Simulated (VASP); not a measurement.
Input of a VASP 6.6.1 run:

File INCAR:

```
SYSTEM = W
PREC = Accurate ; ENCUT = 600
EDIFF = 1E-6 ; ISMEAR = -1
SIGMA = 0.1 ; LREAL = .False.
LASPH = .True. ; NELM = 100
ALGO = Normal ; ISIF = 3
LWAVE = .False. ; LCHARG = .False.
GGA = RP ; IBRION = 2
NSW = 80 ; EDIFFG = -0.01
```

File KPOINTS:

```
regular mesh
0
Gamma
  13 13 7
  0 0 0
```

File POSCAR:

```
W
1.0
    2.8194054199      0.0000000000      0.0000000000
   -1.4097027100      2.4416767172      0.0000000000
    0.0000000000      0.0000000000      4.6040890507
W
2
Direct
    0.3333333333      0.6666666667      0.2500000000
    0.6666666667      0.3333333333      0.7500000000
```

Potentials or basis: VASP PAW PBE potentials, release 64 (W_sv).

Launch:

```sh
$ cat potpaw_PBE.64/W_sv/POTCAR > POTCAR
$ mpirun -np 1 vasp_std > vasp.out
```

(1) What does it give for the relaxed volume?

(2) Predict the relaxed cell.

(3) Estimate the band gap on the k mesh.

## Answers

(1) 16.77 Å³/atom.

(2) a = 2.790 Å, b = 2.790 Å, c = 4.975 Å, α = 90.00°, β = 90.00°, γ = 120.00°.

(3) zero (band 14 reaches 11.61 eV, above the bottom of band 15 at 9.96 eV).

Caveat: the PAW data sets were made with another functional, which shifts forces and pressure a little; spin-orbit coupling is left out, which moves the levels of the heavy elements.
